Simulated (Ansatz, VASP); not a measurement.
## Ca: VASP beside Ansatz

Contents of INCAR:

```
SYSTEM = Ca
PREC = Accurate ; ENCUT = 520
EDIFF = 1E-8 ; ISMEAR = -1
SIGMA = 0.05 ; LREAL = .False.
LASPH = .True. ; NELM = 100
ALGO = Normal ; ISIF = 2
LWAVE = .False. ; LCHARG = .False.
GGA = PE ; LEFG = .True.
NBANDS = 11
```

File KPOINTS:

```
regular mesh
0
Gamma
  11 11 11
  0 0 0
```

POSCAR

```
Ca
1.0
    0.0000000000      2.8490021484      2.8490021484
    2.8490021484      0.0000000000      2.8490021484
    2.8490021484      2.8490021484      0.0000000000
Ca
1
Direct
    0.0000000000      0.0000000000      0.0000000000
```

Input for Ansatz:

```yaml
crystal:
  lattice:
    - [0.0, 2.8490021484, 2.8490021484]
    - [2.8490021484, 0.0, 2.8490021484]
    - [2.8490021484, 2.8490021484, 0.0]
  atoms:
    - { symbol: Ca, position: [0.0, 0.0, 0.0] }
kpoints:
  mp_grid: { grid: [11, 11, 11] }
scf:
  occupations: { method: fermi_dirac, width: 0.05 }
hamiltonian:
  xc: pbe
  pseudopotentials: { kind: all_electron, datasets: crystal }
output:
  forces: true
  stress: true
  eigenvalues: true
  efg: { contact_densities: true }
```

Change from the starting cell: volume scaled by 1.06, crystal datasets.

Alike in both runs: task electric field gradients; functional PBE; k mesh 11 × 11 × 11; occupations fermi-dirac, width 0.05 eV; no spin polarisation.

|  | VASP | Ansatz |
| --- | --- | --- |
| version | VASP 6.6.1 | Ansatz 0.2.0 |
| potentials or method | VASP PAW PBE potentials, release 64 (Ca_sv), cutoff 520 eV | all-electron PAW with datasets made for the crystal, scalar-relativistic |

|  | VASP | Ansatz | Ansatz less VASP |
| --- | --- | --- | --- |
| pressure (GPa) | -1.4 | -1.4 | -0.01 |

Ansatz ran all-electron here, and VASP with PAW potentials.
